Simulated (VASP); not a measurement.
The system is BaS.

```
Ba S
1.0
     0.00000    3.21479    3.21479
     3.21479    0.00000    3.21479
     3.21479    3.21479    0.00000
Ba S
1 1
Direct
  0.00000 0.00000 0.00000
  0.50000 0.50000 0.50000
```

* Program: VASP 6.6.1
* Task: relaxation of cell and atoms
* Functional: PBEsol
* Potentials or basis: VASP PAW PBE potentials, release 64 (Ba_sv, S)
* Cutoff: 600 eV
* k mesh: 6 × 6 × 6
* Occupations: fermi-dirac, width 0.02 eV
* Spin: no spin polarisation

At the start: pressure -1.3 GPa; volume 33.22 Å³/atom.

Where does the relaxation end?

Over 3 steps the energy falls by 4.4 meV/atom and the volume is 32.20 Å³/atom (-3.1 %); space group Fm-3m (No. 225, to 0.05 Å).

Step by step:
```csv
step,energy change (eV),largest force (eV/Å),pressure (GPa),volume (Å³)
1,0.0000,0.0000,-1.34,66.45
2,-0.0080,0.0000,0.44,63.81
3,-0.0088,0.0000,0.00,64.41
```

Final structure:
```
CELL_PARAMETERS angstrom
0.00000 3.18154 3.18154
3.18154 0.00000 3.18154
3.18154 3.18154 0.00000
ATOMIC_POSITIONS crystal
Ba 0.00000 0.00000 0.00000
S 0.50000 0.50000 0.50000
```

Caveat: the PAW data sets were made with another functional, which shifts forces and pressure a little.
